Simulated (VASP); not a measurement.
A run of VASP 6.6.1 is set up as follows.

Contents of INCAR:

```
PREC = Accurate ; ENCUT = 600
EDIFF = 1E-6 ; ISMEAR = -1
SIGMA = 0.05 ; LREAL = F
LASPH = T ; NELM = 80
ALGO = Normal ; ISIF = 3
LWAVE = F ; LCHARG = F
GGA = PE ; IVDW = 12
IBRION = 2 ; NSW = 60
EDIFFG = -0.005
```

Contents of KPOINTS:

```
Automatic mesh
0
Gamma
  14 14 14
```

File POSCAR:

```
Li
1.0
    2.7937906620      0.0000000000      0.0000000000
    0.0000000000      2.7937906620      0.0000000000
    0.0000000000      0.0000000000      2.7937906620
Li
1
Direct
    0.0000000000      0.0000000000      0.0000000000
```

Potentials or basis: VASP PAW PBE potentials, release 64 (Li_sv).

Command:

```console
$ cat potpaw_PBE.64/Li_sv/POTCAR > POTCAR
$ mpirun -np 1 vasp_std > vasp.out
```

(1) Predict the relaxed volume.

(2) What does it give for the relaxed cell?

(3) Estimate the space group after relaxing (to 0.1 Å).

(4) Predict the band gap on the k mesh.

## Answers

(1) 17.96 Å³/atom.

(2) a = 2.619 Å, b = 2.619 Å, c = 2.619 Å, α = 90.00°, β = 90.00°, γ = 90.00°.

(3) Pm-3m (No. 221).

(4) zero (an odd number of electrons rules out a gap without spin polarisation).

Caveat: the cutoff is under 1.25 times the usual one of these potentials, so pressure, stress and relaxed cells hold a basis-set (Pulay) error; the volume moved by over 15 % at a fixed basis, so the end points are rough.
